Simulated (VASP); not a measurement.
# WC (rocksalt type) (Fm-3m) in VASP: a series of runs

WC (rocksalt type) is run at these levels: PBEsol; tasks: single point.

All numbers are computed with VASP 6.6.1; they aren't measurements. Logs are shortened: lines on timing, memory, paths and dates and some standing lists are left out, and cuts for length are marked.

## 1. The cell of the first run

It takes space group Fm-3m (No. 225, cubic). Conventional cell: a = 4.034 Å, b = 4.034 Å, c = 4.034 Å, α = 90.00°, β = 90.00°, γ = 90.00°. Within 2.7 Å of W (site symmetry m-3m) lie 6 C at 2.02 Å. Within 2.7 Å of C (site symmetry m-3m) lie 6 W at 2.02 Å.

## 2. Single point, PBEsol (8.21 Å³/atom)

The input, INCAR:

```
SYSTEM = WC
  PREC = Accurate
  ENCUT = 520
  EDIFF = 1E-6
  ISMEAR = -1
  SIGMA = 0.1
  LREAL = .False.
  LASPH = .True.
  NELM = 100
  ALGO = Normal
  ISIF = 2
  LWAVE = .False.
  LCHARG = .False.
  GGA = PS
  NBANDS = 16
```

The input, KPOINTS:

```
regular mesh
0
Gamma
  15 15 15
  0 0 0
```

The input, POSCAR:

```
WC
1.0
    0.0000000000      2.0171075906      2.0171075906
    2.0171075906      0.0000000000      2.0171075906
    2.0171075906      2.0171075906      0.0000000000
W C
1 1
Direct
    0.0000000000      0.0000000000      0.0000000000
    0.5000000000      0.5000000000      0.5000000000
```

Potentials or basis: VASP PAW PBE potentials, release 64 (W_sv, C).

Launch:

```
> cat potpaw_PBE.64/W_sv/POTCAR potpaw_PBE.64/C/POTCAR > POTCAR
> mpirun -np 1 vasp_std > vasp.out
```

OUTCAR:

```text
SYSTEM = WC
   PREC = Accurate
   ENCUT = 520
   EDIFF = 1E-6
   ISMEAR = -1
   LREAL = .False.
   LASPH = .True.
   NELM = 100
   ISIF = 2
   GGA = PS

 ion  position               nearest neighbor table
   1  0.000  0.000  0.000-   2 2.02   2 2.02   2 2.02   2 2.02   2 2.02   2 2.02
   2  0.500  0.500  0.500-   1 2.02   1 2.02   1 2.02   1 2.02   1 2.02   1 2.02

  LATTYP: Found a face centered cubic cell.
 ALAT       =     4.0342151812

  Lattice vectors:

 A1 = (   0.0000000000,   2.0171075906,   2.0171075906)
 A2 = (   2.0171075906,   0.0000000000,   2.0171075906)
 A3 = (   2.0171075906,   2.0171075906,   0.0000000000)

Analysis of symmetry for initial positions (statically):
=====================================================================
 Subroutine PRICEL returns:
 Original cell was already a primitive cell.

 Routine SETGRP: Setting up the symmetry group for a
 face centered cubic supercell.

 Subroutine GETGRP returns: Found 48 space group operations
 (whereof 48 operations were pure point group operations)
 out of a pool of 48 trial point group operations.

The static configuration has the point symmetry O_h .

Analysis of symmetry for dynamics (positions and initial velocities):
=====================================================================
 Subroutine PRICEL returns:
 Original cell was already a primitive cell.

 Routine SETGRP: Setting up the symmetry group for a
 face centered cubic supercell.

 Subroutine GETGRP returns: Found 48 space group operations
 (whereof 48 operations were pure point group operations)
 out of a pool of 48 trial point group operations.

The dynamic configuration has the point symmetry O_h .

 Subroutine INISYM returns: Found 48 space group operations
 (whereof 48 operations are pure point group operations),
 and found     1 'primitive' translations

----------------------------------------------------------------------------------------

                                     Primitive cell

  volume of cell :      16.4141

  direct lattice vectors                    reciprocal lattice vectors
     0.000000000  2.017107591  2.017107591    -0.247879688  0.247879688  0.247879688
     2.017107591  0.000000000  2.017107591     0.247879688 -0.247879688  0.247879688
     2.017107591  2.017107591  0.000000000     0.247879688  0.247879688 -0.247879688

  length of vectors
     2.852620911  2.852620911  2.852620911     0.429340214  0.429340214  0.429340214

  position of ions in fractional coordinates (direct lattice)
     0.000000000  0.000000000  0.000000000
     0.500000000  0.500000000  0.500000000

  ion indices of the primitive-cell ions
   primitive index   ion index
                 1           1
                 2           2

----------------------------------------------------------------------------------------

 KPOINTS: regular mesh

Automatic generation of k-mesh.
 Grid dimensions read from file:
 generate k-points for:   15   15   15

 Generating k-lattice:

  Cartesian coordinates                     Fractional coordinates (reciprocal lattice)
    -0.016525313  0.016525313  0.016525313     0.066666667  0.000000000  0.000000000
     0.016525313 -0.016525313  0.016525313     0.000000000  0.066666667  0.000000000
     0.016525313  0.016525313 -0.016525313     0.000000000  0.000000000  0.066666667

  Length of vectors
     0.028622681  0.028622681  0.028622681

  Shift w.r.t. Gamma in fractional coordinates (k-lattice)
     0.000000000  0.000000000  0.000000000

 Subroutine IBZKPT returns following result:
 ===========================================

 Found    120 irreducible k-points:

 Following reciprocal coordinates:
            Coordinates               Weight
  0.000000  0.000000  0.000000      1.000000
  0.066667  0.000000  0.000000      8.000000
  0.133333  0.000000  0.000000      8.000000
  0.200000  0.000000  0.000000      8.000000
  0.266667  0.000000  0.000000      8.000000
  0.333333  0.000000  0.000000      8.000000
[... 16 lines left out ...]
  0.133333  0.133333  0.000000      6.000000
  0.200000  0.133333  0.000000     24.000000
 [... further k-points ...]
   k-points           NKPTS =    120   k-points in BZ     NKDIM =    120   number of bands    NBANDS=     16
   number of dos      NEDOS =    301   number of ions     NIONS =      2
   total plane-waves  NPLWV =  13824
   dimension x,y,z NGX =    24 NGY =   24 NGZ =   24
   dimension x,y,z NGXF=    48 NGYF=   48 NGZF=   48
   ions per type =               1   1
   NGX,Y,Z   is equivalent  to a cutoff of  13.99, 13.99, 13.99 a.u.
   NGXF,Y,Z  is equivalent  to a cutoff of  27.97, 27.97, 27.97 a.u.
 SYSTEM =  WC
   PREC   = accura    normal or accurate (medium, high low for compatibility)
   ISTART =      0    job   : 0-new  1-cont  2-samecut
   ICHARG =      2    charge: 1-file 2-atom 10-const
   ISPIN  =      1    spin polarized calculation?
   LNONCOLLINEAR =      F non collinear calculations
   LSORBIT =      F    spin-orbit coupling
   LASPH  =      T    aspherical Exc in radial PAW
   ENCUT  =  520.0 eV  38.22 Ry    6.18 a.u.   5.30  5.30  5.30*2*pi/ulx,y,z
   NELM   =    100;   NELMIN=  2; NELMDL= -5     # of ELM steps
   EDIFF  = 0.1E-05   stopping-criterion for ELM
   LREAL  =      F    real-space projection
   EDIFFG = 0.1E-04   stopping-criterion for IOM
   NSW    =      0    number of steps for IOM
   IBRION =     -1    ionic relax: 0-MD 1-quasi-New 2-CG
   NFREE  =      0    steps in history (QN), initial steepest desc. (CG)
   ISIF   =      2    stress and relaxation
   ISYM   =      2    0-nonsym 1-usesym 2-fastsym
   POTIM  = 0.5000    time-step for ionic-motion
   TEBEG  =    0.0;   TEEND  =   0.0 temperature during run
   PSTRESS=    0.0 pullay stress
   NELECT =      18.0000    total number of electrons
   NUPDOWN=      -1.0000    fix difference up-down
   EMIN   =  10.00;   EMAX   =-10.00  energy-range for DOS
   EFERMI =   0.00;   METHOD = LEGACY
   ISMEAR =    -1;   SIGMA  =   0.10  broadening in eV -4-tet -1-fermi 0-gaus
   EFERMI_NEDOS =   21; number of points for ismear=-14 and -15
   IALGO  =     38    algorithm
   IMIX   =      4    mixing-type and parameters
     AMIX     =   0.40;   BMIX     =  1.00
     AMIX_MAG =   1.60;   BMIX_MAG =  1.00
  volume/ion in A,a.u.               =       8.21        55.38
  Fermi-wavevector in a.u.,A,eV,Ry     =   1.688211  3.190255 38.777349  2.850055
  Thomas-Fermi vector in A             =   2.770558
   LORBIT       =      0    0 simple, 1 ext, 2 COOP (PROOUT), +10 PAW based schemes
   GGA     = PS    functional components
   LHFCALC =     F    Hartree Fock is set to
   AEXX    =    0.0000 exact exchange contribution
   IVDW    =     0    specifies the selected vdW correction
   LEPSILON=     F    determine dielectric tensor
   LRPA    =     F    only Hartree local field effects (RPA)
 non-spin polarized calculation
  energy-cutoff  :      520.00
  volume of cell :       16.41
 maximum number of plane-waves:       459
 NGX is ok and might be reduce to    24
   NGX = 11   NGY = 11   NGZ = 11

 number of electron      18.0000002 magnetization

 Free energy of the ion-electron system (eV)
  ---------------------------------------------------
  ext. energy  EPLUGINS =         0.00000000
  ---------------------------------------------------
  free energy    TOTEN  =       -21.49152884 eV

  energy without entropy =      -21.46859748  energy(sigma->0) =      -21.48006316

 E-fermi :  16.3958     XC(G=0): -15.2816

 val. band max:       16.3852926212   @ k =  -0.4000   0.2667   0.1333
 cond. band min:      16.4048306770   @ k =   0.2667   0.2000   0.0000
 fundamental gap:      0.0195380558
 Fermi energy:        16.3957827654

 k-point     1 :       0.0000    0.0000    0.0000
  band No.  band energies     occupation
      1     -58.8370      2.00000
      2     -22.7497      2.00000
      3     -22.7497      2.00000
      4     -22.7497      2.00000
      5      -1.5755      2.00000
      6      12.5673      2.00000
[... 8 lines left out ...]
     15      26.0583      0.00000
     16      44.8459      0.00000

 k-point     2 :       0.0667    0.0000    0.0000
  band No.  band energies     occupation
      1     -58.8316      2.00000
      2     -22.8199      2.00000
      3     -22.7561      2.00000
      4     -22.7561      2.00000
      5      -1.3941      2.00000
      6      12.0299      2.00000
[... 8 lines left out ...]
     15      26.2707      0.00000
     16      43.0639      0.00000

 k-point     3 :       0.1333    0.0000    0.0000
  band No.  band energies     occupation
      1     -58.8164      2.00000
      2     -23.0148      2.00000
      3     -22.7743      2.00000
      4     -22.7743      2.00000
      5      -0.8738      2.00000
      6      10.9207      2.00000
[... 8 lines left out ...]
     15      27.2499      0.00000
     16      40.2920      0.00000

 k-point     4 :       0.2000    0.0000    0.0000
  band No.  band energies     occupation
      1     -58.7938      2.00000
      2     -23.2922      2.00000
      3     -22.8010      2.00000
      4     -22.8010      2.00000
      5      -0.0787      2.00000
      6       9.6826      2.00000
[... 8 lines left out ...]
     15      28.9334      0.00000
     16      37.9751      0.00000

 k-point     5 :       0.2667    0.0000    0.0000
  band No.  band energies     occupation
      1     -58.7679      2.00000
      2     -23.5979      2.00000
      3     -22.8313      2.00000
      4     -22.8313      2.00000
      5       0.9014      2.00000
      6       8.4694      2.00000
[... 8 lines left out ...]
     15      30.7412      0.00000
     16      35.9881      0.00000

 k-point     6 :       0.3333    0.0000    0.0000
  band No.  band energies     occupation
      1     -58.7429      2.00000
      2     -23.8788      2.00000
      3     -22.8601      2.00000
      4     -22.8601      2.00000
      5       1.9697      2.00000
      6       7.3324      2.00000
[... 8 lines left out ...]
     15      32.3536      0.00000
     16      33.3797      0.00000

 k-point     7 :       0.4000    0.0000    0.0000
  band No.  band energies     occupation
      1     -58.7234      2.00000
      2     -24.0912      2.00000
      3     -22.8824      2.00000
      4     -22.8824      2.00000
      5       3.0395      2.00000
      6       6.2790      2.00000
[... 8 lines left out ...]
     15      31.2474      0.00000
     16      31.2474      0.00000

 k-point     8 :       0.4667    0.0000    0.0000
  band No.  band energies     occupation
      1     -58.7126      2.00000
      2     -24.2050      2.00000
      3     -22.8946      2.00000
      4     -22.8946      2.00000
      5       4.0086      2.00000
      6       5.3387      2.00000
[... 8 lines left out ...]
     15      29.8709      0.00000
     16      29.8709      0.00000

 k-point     9 :       0.0667    0.0667    0.0000
  band No.  band energies     occupation
      1     -58.8298      2.00000
      2     -22.8151      2.00000
      3     -22.7724      2.00000
      4     -22.7724      2.00000
      5      -1.3353      2.00000
      6      12.2886      2.00000
[... 8 lines left out ...]
     15      26.3575      0.00000
     16      42.8238      0.00000
[... 172 lines left out ...]
 k-point    19 :      -0.2667    0.0667    0.0000
  band No.  band energies     occupation
      1     -58.7560      2.00000
      2     -23.6928      2.00000
      3     -22.9147      2.00000
      4     -22.8205      2.00000
      5       1.3577      2.00000
      6       7.8743      2.00000
[... 8 lines left out ...]
     15      31.4157      0.00000
     16      33.9291      0.00000

 k-point    20 :      -0.2000    0.0667    0.0000
  band No.  band energies     occupation
      1     -58.7816      2.00000
      2     -23.4022      2.00000
      3     -22.8800      2.00000
      4     -22.7890      2.00000
      5       0.3572      2.00000
      6       9.0891      2.00000
[... 8 lines left out ...]
     15      29.7691      0.00000
     16      35.7717      0.00000

 k-point    21 :      -0.1333    0.0667    0.0000
  band No.  band energies     occupation
      1     -58.8053      2.00000
      2     -23.1241      2.00000
      3     -22.8396      2.00000
      4     -22.7653      2.00000
      5      -0.4934      2.00000
      6      10.3819      2.00000
[... 8 lines left out ...]
     15      28.0746      0.00000
     16      38.1495      0.00000

 k-point    22 :      -0.0667    0.0667    0.0000
  band No.  band energies     occupation
      1     -58.8229      2.00000
      2     -22.9153      2.00000
      3     -22.7958      2.00000
      4     -22.7536      2.00000
      5      -1.1012      2.00000
      6      11.6014      2.00000
[... 8 lines left out ...]
     15      26.7393      0.00000
     16      40.9691      0.00000

 k-point    23 :       0.1333    0.1333    0.0000
  band No.  band energies     occupation
      1     -58.8095      2.00000
      2     -22.9949      2.00000
      3     -22.8365      2.00000
      4     -22.8365      2.00000
      5      -0.6713      2.00000
      6      10.0717      2.00000
[... 8 lines left out ...]
     15      27.7340      0.00000
     16      39.8533      0.00000

 k-point    24 :       0.2000    0.1333    0.0000
  band No.  band energies     occupation
      1     -58.7927      2.00000
      2     -23.1750      2.00000
      3     -22.8785      2.00000
      4     -22.8621      2.00000
      5      -0.1264      2.00000
      6       9.0535      2.00000
[... 8 lines left out ...]
     15      28.9732      0.00000
     16      37.7340      0.00000

 [... further k-points ...]

------------------------ aborting loop because EDIFF is reached ----------------------------------------

  FORCE on cell =-STRESS in cart. coord.  units (eV):
  Direction    XX          YY          ZZ          XY          YZ          ZX
  --------------------------------------------------------------------------------------
  -------------------------------------------------------------------------------------
  Total       14.6142966     14.6142966     14.6142966      0.0000000      0.0000000      0.0000000
  in kB     1426.4984742   1426.4984742   1426.4984742      0.0000000      0.0000000      0.0000000
  external PRESSURE =    1426.4984742 kB  Pullay stress =       0.0000000 kB

 VOLUME and BASIS-vectors are now :
 -----------------------------------------------------------------------------
  energy-cutoff  :      520.00
  volume of cell :       16.41
      direct lattice vectors                 reciprocal lattice vectors
     0.000000000  2.017107591  2.017107591    -0.247879688  0.247879688  0.247879688
     2.017107591  0.000000000  2.017107591     0.247879688 -0.247879688  0.247879688
     2.017107591  2.017107591  0.000000000     0.247879688  0.247879688 -0.247879688

 POSITION                                       TOTAL-FORCE (eV/Angst)
 -----------------------------------------------------------------------------------
      0.00000      0.00000      0.00000         0.000000      0.000000      0.000000
      2.01711      2.01711      2.01711        -0.000000     -0.000000     -0.000000
 -----------------------------------------------------------------------------------
    total drift:                                0.000000     -0.000000     -0.000000

  FREE ENERGIE OF THE ION-ELECTRON SYSTEM (eV)
  ---------------------------------------------------
  free  energy   TOTEN  =       -21.4915288374 eV

  energy  without entropy=      -21.4685974791  energy(sigma->0) =      -21.48006316
```

It took 37 s on 1 thread of Intel Xeon 8259CL, shared host; peak memory 0.16 GiB.

Results:

| Property | Result |
| --- | --- |
| Free energy | -21.4915 eV |
| Pressure | 142.6 GPa |
| Band gap on the k mesh | zero (bands 9 and 10 overlap by 4.39 eV) |

Levels at points of the mesh, in eV from the Fermi level:
| k point | band 6 | band 7 | band 8 | band 9 | band 10 | band 11 | band 12 | band 13 |
| --- | --- | --- | --- | --- | --- | --- | --- | --- |
| (0.00, 0.00, 0.00) | -3.83 | -3.83 | -3.83 | -1.54 | -1.54 | -1.54 | -1.20 | -1.20 |

Caveat: the cell stands under pressure; the PAW data sets were made with another functional, which shifts forces and pressure a little; spin-orbit coupling is left out, which moves the levels of the heavy elements.

(Part 1 of 2 ends here.)
